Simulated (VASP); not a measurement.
Input of a VASP 6.6.1 run:

The input INCAR:

```
ALGO = Normal ; EDIFF = 1E-6
ENCUT = 520 ; GGA = PE
ISIF = 2 ; ISMEAR = 0
LASPH = T ; LCHARG = T
LELF = T ; LREAL = F
LVHAR = T ; LWAVE = F
NBANDS = 30 ; NELM = 80
PREC = Accurate ; SIGMA = 0.1
```

Contents of KPOINTS:

```
k-points
0
Gamma
  4 4 4
```

Contents of POSCAR:

```
InPtCl3
1.0
    4.6944415900      0.0000000000      0.0000000000
    0.0000000000      4.6944415900      0.0000000000
    0.0000000000      0.0000000000      4.6944415900
In Pt Cl
1 1 3
Direct
    0.5000000000      0.5000000000      0.5000000000
    0.0000000000      0.0000000000      0.0000000000
    0.0000000000      0.0000000000      0.5000000000
    0.0000000000      0.5000000000      0.0000000000
    0.5000000000      0.0000000000      0.0000000000
```

Potentials or basis: VASP PAW PBE potentials, release 64 (In_d, Pt, Cl).

The run is started by

```bash
$ cat potpaw_PBE.64/In_d/POTCAR potpaw_PBE.64/Pt/POTCAR potpaw_PBE.64/Cl/POTCAR > POTCAR
$ mpirun -np 1 vasp_std > vasp.out
```

**Question.** Estimate the band gap on the k mesh.

**Answer.** Zero (bands 22 and 23 overlap by 5.54 eV).

**Question.** What does it give for the pressure?

**Answer.** 13.3 GPa.

Caveat: the cell stands under pressure; spin-orbit coupling is left out, which moves the levels of the heavy elements.
